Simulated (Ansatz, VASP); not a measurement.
## One calculation of Sb, two programs

```
CELL_PARAMETERS angstrom
3.13022 0.00000 0.00000
0.00000 3.13022 0.00000
0.00000 0.00000 3.13022
ATOMIC_POSITIONS crystal
Sb 0.00000 0.00000 0.00000
```

Alike in both runs: task single point; functional LDA; k mesh 14 × 14 × 14; occupations gaussian, width 0.1 eV; no spin polarisation.

|  | VASP | Ansatz |
| --- | --- | --- |
| version | VASP 6.6.1 | Ansatz 0.2.0 |
| potentials or method | VASP PAW LDA potentials, release 64 (Sb), cutoff 500 eV | scalar-relativistic, plane waves, PAW |
| valence electrons in the cell | 5 | 15 |

VASP gave:

```
gap on the k mesh at the Fermi level (eV) : none
pressure (GPa)                            : -4.5
```

Estimate Ansatz's values.

gap on the k mesh at the Fermi level (eV): none; pressure (GPa): -4.6.

Ansatz warns that its potentials were made for another functional, while VASP's fit it. LDA's correlation is that of Perdew and Zunger in VASP and of Perdew and Wang (1992) in Ansatz. A gap of «none» marks a metal or a gap that the smearing closes. VASP's potentials hold 5 valence electrons a cell and Ansatz's 15, so a difference there can come from the potentials and not from the codes.

Neither program's run includes spin-orbit coupling.
